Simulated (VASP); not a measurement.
# Tl in VASP: notebook, part 2 of 2

VASP 6.6.1. Earlier steps stand in the parts before.

## Step 5: Single point, PBEsol

INCAR

```
SYSTEM = Tl
PREC     = Accurate       ! precision mode
ENCUT    = 520            ! plane-wave cutoff, eV
EDIFF    = 1E-6           ! SCF threshold, eV
ISMEAR   = -1             ! smearing method
SIGMA    = 0.05           ! smearing width, eV
LREAL    = .False.        ! projectors in reciprocal space
LASPH    = .True.         ! aspherical terms in the spheres
NELM     = 80             ! most SCF steps
ALGO     = Fast           ! electronic algorithm
ISIF     = 2              ! what is computed and relaxed
LWAVE    = .False.        ! write WAVECAR
LCHARG   = .False.        ! write CHGCAR
GGA      = PS             ! functional
NBANDS   = 12             ! bands
```

KPOINTS

```
Automatic mesh
0
Gamma
  6 6 6
  0 0 0
```

POSCAR

```
Tl
1.0
   -1.9559951735      1.9559951735      1.9559951735
    1.9559951735     -1.9559951735      1.9559951735
    1.9559951735      1.9559951735     -1.9559951735
Tl
1
Direct
    0.0000000000      0.0000000000      0.0000000000
```

Potentials or basis: VASP PAW PBE potentials, release 64 (Tl_d).

Launch:

```
cat potpaw_PBE.64/Tl_d/POTCAR > POTCAR
mpirun -np 1 vasp_std > vasp.out
```

OUTCAR:

```text
SYSTEM = Tl
   PREC = Accurate
   ENCUT = 520
   EDIFF = 1E-6
   ISMEAR = -1
   LREAL = .False.
   LASPH = .True.
   NELM = 80
   ISIF = 2
   GGA = PS

 ion  position               nearest neighbor table
   1  0.000  0.000  0.000-

  LATTYP: Found a body centered cubic cell.
 ALAT       =     3.9119903470

  Lattice vectors:

 A1 = (  -1.9559951735,   1.9559951735,   1.9559951735)
 A2 = (   1.9559951735,  -1.9559951735,   1.9559951735)
[... 409 lines left out ...]
     10      12.2547      0.00000
     11      12.2547      0.00000
     12      23.9184      0.00000

------------------------ aborting loop because EDIFF is reached ----------------------------------------

  FORCE on cell =-STRESS in cart. coord.  units (eV):
  Direction    XX          YY          ZZ          XY          YZ          ZX
  --------------------------------------------------------------------------------------
  -------------------------------------------------------------------------------------
  Total       -0.2695755     -0.2695755     -0.2695755      0.0000000      0.0000000     -0.0000000
  in kB      -14.4287155    -14.4287155    -14.4287155      0.0000000      0.0000000     -0.0000000
  external PRESSURE =     -14.4287155 kB  Pullay stress =       0.0000000 kB

 VOLUME and BASIS-vectors are now :
 -----------------------------------------------------------------------------
  energy-cutoff  :      520.00
  volume of cell :       29.93
      direct lattice vectors                 reciprocal lattice vectors
    -1.955995174  1.955995174  1.955995174     0.000000000  0.255624353  0.255624353
     1.955995174 -1.955995174  1.955995174     0.255624353  0.000000000  0.255624353
     1.955995174  1.955995174 -1.955995174     0.255624353  0.255624353  0.000000000

 POSITION                                       TOTAL-FORCE (eV/Angst)
 -----------------------------------------------------------------------------------
      0.00000      0.00000      0.00000         0.000000     -0.000000     -0.000000
 -----------------------------------------------------------------------------------
    total drift:                               -0.000000     -0.000000     -0.000000

  FREE ENERGIE OF THE ION-ELECTRON SYSTEM (eV)
  ---------------------------------------------------
  free  energy   TOTEN  =        -2.6135843033 eV

  energy  without entropy=       -2.6038475550  energy(sigma->0) =       -2.60871593
```

OSZICAR:

```text
N       E                     dE             d eps       ncg     rms          rms(c)
DAV:   1     0.508857935522E+02    0.50886E+02   -0.67434E+03   400   0.937E+02
DAV:   2    -0.211364812395E+01   -0.52999E+02   -0.52251E+02   452   0.215E+02
DAV:   3    -0.264555668783E+01   -0.53191E+00   -0.52978E+00   444   0.194E+01
DAV:   4    -0.264776175314E+01   -0.22051E-02   -0.22050E-02   452   0.148E+00
DAV:   5    -0.264778694835E+01   -0.25195E-04   -0.25196E-04   444   0.156E-01    0.193E+00
RMM:   6    -0.261876519752E+01    0.29022E-01   -0.37877E-02   388   0.157E+00    0.134E+00
RMM:   7    -0.261395050161E+01    0.48147E-02   -0.15886E-02   397   0.111E+00    0.629E-01
RMM:   8    -0.261359792672E+01    0.35257E-03   -0.93813E-04   409   0.261E-01    0.823E-02
RMM:   9    -0.261358558378E+01    0.12343E-04   -0.12711E-04   424   0.104E-01    0.271E-02
RMM:  10    -0.261358406194E+01    0.15218E-05   -0.16686E-05   419   0.417E-02    0.111E-03
RMM:  11    -0.261358430329E+01   -0.24135E-06   -0.31360E-06   313   0.171E-02
   1 F= -.26135843E+01 E0= -.26087159E+01  d E =-.973675E-02
```

stdout:

```text
POSCAR found type information on POSCAR Tl
 POSCAR found :  1 types and       1 ions
 scaLAPACK will be used
 -----------------------------------------------------------------------------
|                                                                             |
|                                                                             |
|     You enforced a specific xc type in the INCAR file but a different       |
|     I HOPE YOU KNOW WHAT YOU ARE DOING!                                     |
|                                                                             |
 -----------------------------------------------------------------------------

 LDA part: xc-table for (Slater+PW92), standard interpolation
 POSCAR, INCAR and KPOINTS ok, starting setup
 FFT: planning ... GRIDC
 FFT: planning ... GRID_SOFT
 FFT: planning ... GRID
 WAVECAR not read
 entering main loop
```

Wall time 4.5 s (1 thread of Intel Xeon Platinum 8559C (Emerald Rapids), shared host); peak memory 0.15 GiB.

What came out:

```
Free energy : -2.6136 eV
Pressure    : -1.4 GPa
```

Caveat: the k points lie up to 0.38 Å⁻¹ apart; the PAW data sets were made with another functional, which shifts forces and pressure a little; spin-orbit coupling is left out, which moves the levels of the heavy elements.

## Step 6: Single point, r2SCAN

POSCAR is that of step 5.

INCAR.step1

```
PREC = Accurate ; ENCUT = 520
ISMEAR = -1 ; SIGMA = 0.05
LREAL = False ; LASPH = True
NELM = 60 ; NBANDS = 12
GGA = PE ; ALGO = Normal
EDIFF = 1E-4 ; LWAVE = True
LCHARG = False
```

INCAR.step2

```
PREC = Accurate ; ENCUT = 520
EDIFF = 1E-6 ; ISMEAR = -1
SIGMA = 0.05 ; LREAL = False
LASPH = True ; NELM = 60
ALGO = Normal ; ISIF = 2
LWAVE = False ; LCHARG = True
METAGGA = R2SCAN ; LMIXTAU = True
LELF = True ; LVHAR = True
NBANDS = 12 ; ISTART = 1
```

KPOINTS

```
Automatic mesh
0
Gamma
  6 6 6
```

Potentials or basis: VASP PAW PBE potentials, release 64 (Tl_d).

Launch:

```
cat potpaw_PBE.64/Tl_d/POTCAR > POTCAR
cp INCAR.step1 INCAR
mpirun -np 1 vasp_std > vasp.out
cp INCAR.step2 INCAR
mpirun -np 1 vasp_std > vasp.out
```

OUTCAR:

```text
PREC = Accurate
   ENCUT = 520
   EDIFF = 1E-6
   ISMEAR = -1
   LREAL = False
   LASPH = True
   NELM = 60
   ISIF = 2
   METAGGA = R2SCAN
   ISTART = 1

 ion  position               nearest neighbor table
   1  0.000  0.000  0.000-

  LATTYP: Found a body centered cubic cell.
 ALAT       =     3.9119903470

  Lattice vectors:

 A1 = (  -1.9559951735,   1.9559951735,   1.9559951735)
 A2 = (   1.9559951735,  -1.9559951735,   1.9559951735)
 A3 = (   1.9559951735,   1.9559951735,  -1.9559951735)

Analysis of symmetry for initial positions (statically):
=====================================================================
 Subroutine PRICEL returns:
 Original cell was already a primitive cell.

 Routine SETGRP: Setting up the symmetry group for a
 body centered cubic supercell.

 Subroutine GETGRP returns: Found 48 space group operations
 (whereof 48 operations were pure point group operations)
 out of a pool of 48 trial point group operations.

The static configuration has the point symmetry O_h .

Analysis of symmetry for dynamics (positions and initial velocities):
=====================================================================
 Subroutine PRICEL returns:
 Original cell was already a primitive cell.

 Routine SETGRP: Setting up the symmetry group for a
 body centered cubic supercell.

 Subroutine GETGRP returns: Found 48 space group operations
 (whereof 48 operations were pure point group operations)
 out of a pool of 48 trial point group operations.

The dynamic configuration has the point symmetry O_h .

 Subroutine INISYM returns: Found 48 space group operations
 (whereof 48 operations are pure point group operations),
 and found     1 'primitive' translations

----------------------------------------------------------------------------------------
[... 105 lines left out ...]
  Thomas-Fermi vector in A             =   2.374222
   LORBIT       =      0    0 simple, 1 ext, 2 COOP (PROOUT), +10 PAW based schemes
   METAGGA = R2SCAN    functional components
   LHFCALC =     F    Hartree Fock is set to
   AEXX    =    0.0000 exact exchange contribution
   IVDW    =     0    specifies the selected vdW correction
   LEPSILON=     F    determine dielectric tensor
   LRPA    =     F    only Hartree local field effects (RPA)
 non-spin polarized calculation
  energy-cutoff  :      520.00
  volume of cell :       29.93
 maximum number of plane-waves:       815
 NGX is ok and might be reduce to    28
   NGX = 13   NGY = 13   NGZ = 13

 number of electron      13.0000004 magnetization

 Free energy of the ion-electron system (eV)
  ---------------------------------------------------
  ext. energy  EPLUGINS =         0.00000000
  ---------------------------------------------------
  free energy    TOTEN  =       -53.16480128 eV

  energy without entropy =      -53.15491363  energy(sigma->0) =      -53.15985745

 E-fermi :   5.9223     XC(G=0): -10.5720

 val. band max:        5.9013125510   @ k =  -0.3333   0.5000   0.1667
 cond. band min:       6.0894156834   @ k =   0.5000   0.5000   0.3333
 fundamental gap:      0.1881031324
 Fermi energy:         5.9223324248

 k-point     1 :       0.0000    0.0000    0.0000
  band No.  band energies     occupation
      1      -6.1116      2.00000
      2      -6.1116      2.00000
      3      -6.1116      2.00000
      4      -5.7108      2.00000
      5      -5.7108      2.00000
      6      -4.0662      2.00000
      7      16.7150      0.00000
      8      16.7150      0.00000
      9      16.7150      0.00000
     10      19.0106      0.00000
     11      19.0106      0.00000
     12      19.0106      0.00000
[... 211 lines left out ...]
 k-point    16 :       0.5000    0.5000    0.5000
  band No.  band energies     occupation
      1      -6.2896      2.00000
      2      -6.2896      2.00000
      3      -5.5110      2.00000
      4      -5.5110      2.00000
      5      -5.5110      2.00000
      6       4.0823      2.00000
      7       7.5588      0.00000
      8       7.5588      0.00000
      9       7.5588      0.00000
     10      12.8679      0.00000
     11      12.8679      0.00000
     12      24.9993      0.00000

------------------------ aborting loop because EDIFF is reached ----------------------------------------

  FORCE on cell =-STRESS in cart. coord.  units (eV):
  Direction    XX          YY          ZZ          XY          YZ          ZX
  --------------------------------------------------------------------------------------
  -------------------------------------------------------------------------------------
  Total        0.0391516      0.0391516      0.0391516      0.0000000      0.0000000     -0.0000000
  in kB        2.0955442      2.0955442      2.0955442      0.0000000      0.0000000     -0.0000000
  external PRESSURE =       2.0955442 kB  Pullay stress =       0.0000000 kB

 VOLUME and BASIS-vectors are now :
 -----------------------------------------------------------------------------
  energy-cutoff  :      520.00
  volume of cell :       29.93
      direct lattice vectors                 reciprocal lattice vectors
    -1.955995174  1.955995174  1.955995174     0.000000000  0.255624353  0.255624353
     1.955995174 -1.955995174  1.955995174     0.255624353  0.000000000  0.255624353
     1.955995174  1.955995174 -1.955995174     0.255624353  0.255624353  0.000000000

 POSITION                                       TOTAL-FORCE (eV/Angst)
 -----------------------------------------------------------------------------------
      0.00000      0.00000      0.00000         0.000000      0.000000     -0.000000
 -----------------------------------------------------------------------------------
    total drift:                                0.000000     -0.000000     -0.000000

  FREE ENERGIE OF THE ION-ELECTRON SYSTEM (eV)
  ---------------------------------------------------
  free  energy   TOTEN  =       -53.1648012781 eV

  energy  without entropy=      -53.1549136304  energy(sigma->0) =      -53.15985745
```

Wall time 18 s (1 thread of Intel Xeon Platinum 8559C (Emerald Rapids), shared host); peak memory 0.16 GiB.

What came out:

| Property | Result |
| --- | --- |
| Free energy | -53.1648 eV |
| Pressure | 0.2 GPa |

Levels at points of the mesh, in eV from the Fermi level:
```
           k point  band 2  band 3  band 4  band 5  band 6  band 7  band 8  band 9  band 10  band 11
(0.00, 0.00, 0.00)  -12.03  -12.03  -11.63  -11.63   -9.99   10.79   10.79   10.79    13.09    13.09
(0.50, 0.00, 0.00)  -12.16  -11.66  -11.63  -11.37   -5.16   -2.45    5.94    7.47    10.47    11.68
(0.50, 0.50, 0.50)  -12.21  -11.43  -11.43  -11.43   -1.84    1.64    1.64    1.64     6.95     6.95
```

Caveat: the k points lie up to 0.38 Å⁻¹ apart; the PAW data sets were made with another functional, which shifts forces and pressure a little; spin-orbit coupling is left out, which moves the levels of the heavy elements.

## Step 7: Summary

| level | potentials or basis | cell | k mesh | smearing | gap on the mesh (eV) | pressure (GPa) |
| --- | --- | --- | --- | --- | --- | --- |
| PBEsol+D4 | VASP PAW PBE potentials, release 64 (Tl_d) | a = 3.388 Å, angles 109.5°, 1 atom | 10 × 10 × 10 | methfessel-paxton 0.05 eV | none | -2.7 |
| PBEsol | VASP PAW PBE potentials, release 64 (Tl_d) | a = 3.322, b = 3.415, c = 3.423 Å, angles 110.4, 109.8, 108.1°, 1 atom | 10 × 10 × 10 | fermi-dirac 0.05 eV | none | -1.6 |
| LDA | VASP PAW LDA potentials, release 64 (Tl_d) | a = 3.388 Å, angles 109.5°, 1 atom | 6 × 6 × 6 | fermi-dirac 0.05 eV | none | -3.0 |
| PBEsol | VASP PAW PBE potentials, release 64 (Tl_d) | a = 3.388 Å, angles 109.5°, 1 atom | 6 × 6 × 6 | fermi-dirac 0.05 eV | none | -1.4 |
| r2SCAN | VASP PAW PBE potentials, release 64 (Tl_d) | a = 3.388 Å, angles 109.5°, 1 atom | 6 × 6 × 6 | fermi-dirac 0.05 eV | none | 0.2 |

Alike in all rows: task single point; no spin polarisation; cutoff (eV) 520.

Caveats: some runs use coarse meshes; spin-orbit coupling is left out, which moves the levels of the heavy elements; the PAW data sets were made with another functional, which shifts forces and pressure a little (some runs); pairwise dispersion overbinds metals, which lowers pressure and volume (some runs).

Total energies depend on the potentials used, so only differences within one code and one set of settings carry meaning.
